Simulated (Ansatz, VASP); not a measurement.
This is a calculation of HfN for Ansatz 0.2.0.

File input.yaml:

```yaml
crystal:
  lattice:
    - [2.8804368117, 0.0, 0.0]
    - [0.0, 2.8804368117, 0.0]
    - [0.0, 0.0, 2.8804368117]
  atoms:
    - { symbol: Hf, position: [0.5, 0.5, 0.5] }
    - { symbol: "N", position: [0.0, 0.0, 0.0] }
hamiltonian:
  xc: lda
  pseudopotentials: { kind: paw }
kpoints:
  mp_grid: { grid: [9, 9, 9] }
scf:
  occupations: { method: fermi_dirac, width: 0.05 }
output:
  forces: true
  stress: true
  eigenvalues: true
```

Potentials or basis: Ansatz PAW.

The run is started by

```bash
$ ansatz run input.yaml --threads 2 --pin off --max-ram 5632MiB --backend cpu --events-out ev --progress --plain --runs-dir out
```

Translate it to VASP 6.6.1. Potentials there: VASP PAW LDA potentials, release 64 (Hf_pv, N).

As run (the cutoff follows the program's own potentials):

Contents of INCAR:

```
SYSTEM = HfN
PREC = Accurate
ENCUT = 520
EDIFF = 1E-7
ISMEAR = -1
SIGMA = 0.05
LREAL = .False.
LASPH = .True.
NELM = 60
ALGO = Normal
ISIF = 2
LWAVE = .False.
LCHARG = .False.
NBANDS = 14
```

KPOINTS

```
Automatic mesh
0
Gamma
  9 9 9
  0 0 0
```

File POSCAR:

```
HfN
1.0
    2.8804368117      0.0000000000      0.0000000000
    0.0000000000      2.8804368117      0.0000000000
    0.0000000000      0.0000000000      2.8804368117
Hf N
1 1
Direct
    0.5000000000      0.5000000000      0.5000000000
    0.0000000000      0.0000000000      0.0000000000
```

Potentials or basis: VASP PAW LDA potentials, release 64 (Hf_pv, N).

Run with:

```console
$ cat potpaw_LDA.64/Hf_pv/POTCAR potpaw_LDA.64/N/POTCAR > POTCAR
$ mpirun -np 1 vasp_std > vasp.out
```

Both were run:

|  | VASP | Ansatz | Ansatz less VASP |
| --- | --- | --- | --- |
| gap on the k mesh at the Fermi level (eV) | none | none | - |
| pressure (GPa) | -27.0 | -25.6 | +1.46 |

LDA's correlation is that of Perdew and Zunger in VASP and of Perdew and Wang (1992) in Ansatz. A gap of «none» marks a metal or a gap that the smearing closes. VASP's potentials hold 15 valence electrons a cell and Ansatz's 31, so a difference there can come from the potentials and not from the codes.

Spin-orbit coupling is off throughout.
